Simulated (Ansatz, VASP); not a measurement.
**C: VASP beside Ansatz**

```
C
1.0
     2.52210    0.00000    0.00000
    -1.26105    2.18420    0.00000
     0.00000    0.00000    8.23710
C
8
Direct
  0.68713 0.35110 0.84840
  0.33849 0.68121 0.34483
  0.64907 0.31102 0.65284
  0.34016 0.65967 0.15310
  0.00173 0.00253 0.91156
  0.99029 0.99557 0.39648
  0.01803 0.01449 0.58987
  0.00476 0.00024 0.09064
```

Change from the starting cell: atoms moved at random, drawn with an rms of 0.05 Å.

Alike in both runs: task single point; functional PBE; k mesh 12 × 12 × 4; occupations fermi-dirac, width 0.05 eV; no spin polarisation.

```csv
,VASP,Ansatz
version,VASP 6.6.1,Ansatz 0.2.0
potentials or method,"VASP PAW PBE potentials, release 64 (C), cutoff 520 eV","all-electron LAPW, scalar-relativistic"
```

Ansatz gave:

```
gap on the k mesh at the Fermi level (eV)                     : 3.70
least direct gap on the mesh (eV)                             : 4.20
pressure (GPa)                                                : 4.5
traceless stress, the component that is largest in VASP (GPa) : 7.70
rms of the force components (eV/Å)                            : 1.586
```

Estimate VASP's values.

gap on the k mesh at the Fermi level (eV): 3.69; least direct gap on the mesh (eV): 4.19; pressure (GPa): 5.2; traceless stress, the component that is largest in VASP (GPa): 7.62; rms of the force components (eV/Å): 1.593.

Atom by atom the forces differ by 0.009 eV/Å (rms over components). Ansatz ran all-electron here, and VASP with PAW potentials.
